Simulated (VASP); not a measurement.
Wanted: the native input for a VASP 6.6.1 run.

* Task: single point
* Functional: LDA
* Potentials or basis: VASP PAW LDA potentials, release 64 (Ga_d, P)
* Cutoff: 520 eV
* k mesh: 6 × 6 × 6
* Occupations: fermi-dirac, width 0.02 eV
* Spin: no spin polarisation
* Dipole correction: no
* Further INCAR settings: ALGO = Normal; EDIFF = 1e-07; NBANDS = 16

The structure of GaP lies in POSCAR:

```
GaP
1.0
    0.0000000000      2.6955029823      2.6955029823
    2.6955029823      0.0000000000      2.6955029823
    2.6955029823      2.6955029823      0.0000000000
Ga P
1 1
Direct
    0.0000000000      0.0000000000      0.0000000000
    0.2500000000      0.2500000000      0.2500000000
```

One way to write it, as run:

INCAR

```
SYSTEM = GaP
  ALGO = Normal
  EDIFF = 1E-7
  ENCUT = 520
  GGA = CA
  ISIF = 2
  ISMEAR = -1
  LASPH = .True.
  LCHARG = .False.
  LREAL = .False.
  LWAVE = .False.
  NBANDS = 16
  NELM = 100
  PREC = Accurate
  SIGMA = 0.02
```

KPOINTS

```
k-points
0
Gamma
  6 6 6
  0 0 0
```

Potentials or basis: VASP PAW LDA potentials, release 64 (Ga_d, P).

The run is started by

```sh
$ cat potpaw_LDA.64/Ga_d/POTCAR potpaw_LDA.64/P/POTCAR > POTCAR
$ mpirun -np 1 vasp_std > vasp.out
```

It gave:

```
Pressure               : 0.2 GPa
Band gap on the k mesh : 1.42 eV, indirect (least direct gap 1.91 eV)
```

Run time: 6.5 s on 1 thread of AMD EPYC 7R13 Processor (Zen 3) (shared host), peak memory 0.11 GiB.
